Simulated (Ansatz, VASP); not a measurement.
# One calculation of N, two programs

```
CELL_PARAMETERS angstrom
3.91932 0.00000 0.00000
-1.95966 3.39423 0.00000
0.00000 0.00000 6.36120
ATOMIC_POSITIONS crystal
N 0.33333 0.66667 0.25000
N 0.66667 0.33333 0.75000
```

Change from the starting cell: strain +0.080 along x and y, +0.080 along z, atoms carried along.

Alike in both runs: task single point; functional r2SCAN; k mesh 6 × 6 × 4; occupations gaussian, width 0.05 eV; collinear spin.

|  | VASP | Ansatz |
| --- | --- | --- |
| version | VASP 6.6.1 | Ansatz 0.2.0 |
| potentials or method | VASP PAW PBE potentials, release 64 (N), cutoff 520 eV | scalar-relativistic, plane waves, PAW |
| valence electrons in the cell | 10 | 10 |

|  | VASP | Ansatz | Ansatz less VASP |
| --- | --- | --- | --- |
| gap on the k mesh at the Fermi level (eV) | 4.51 | 4.51 | -0.004 |
| least direct gap on the mesh (eV) | 4.51 | 4.51 | -0.004 |
| pressure (GPa) | -0.1 | 0.0 | +0.12 |
| net moment per atom (μB) | 3.00 | 3.00 | 0.000 |
| size of the moment on the site where the two differ most (μB) | 1.99 | 2.94 | +0.949 |

VASP's potentials were made for PBE, not for r2SCAN. Site moments also hang on the region over which each program counts them. Ansatz's warnings: stability check not made.
